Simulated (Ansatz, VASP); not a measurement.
## Al3GaAs4 in VASP and in Ansatz

```
CELL_PARAMETERS angstrom
5.43887 0.00000 0.00000
0.00000 5.43887 0.00000
0.00000 0.00000 5.43887
ATOMIC_POSITIONS crystal
Al 0.00000 0.50000 0.50000
Al 0.50000 0.00000 0.50000
Al 0.50000 0.50000 0.00000
Ga 0.00000 0.00000 0.00000
As 0.25000 0.25000 0.75000
As 0.25000 0.75000 0.25000
As 0.75000 0.25000 0.25000
As 0.75000 0.75000 0.75000
```

Alike in both runs: task single point; functional PBE; k mesh 4 × 4 × 4; occupations gaussian, width 0.1 eV; no spin polarisation.

|  | VASP | Ansatz |
| --- | --- | --- |
| version | VASP 6.6.1 | Ansatz 0.2.0 |
| potentials or method | VASP PAW PBE potentials, release 64 (Al, Ga_d, As), cutoff 520 eV | scalar-relativistic, plane waves, PAW |
| valence electrons in the cell | 42 | 82 |

```csv
,VASP,Ansatz,Ansatz less VASP
gap on the k mesh at the Fermi level (eV),1.24,1.26,+0.013
least direct gap on the mesh (eV),1.24,1.26,+0.013
pressure (GPa),14.9,14.6,-0.31
```

VASP's potentials hold 42 valence electrons a cell and Ansatz's 82, so a difference there can come from the potentials and not from the codes.
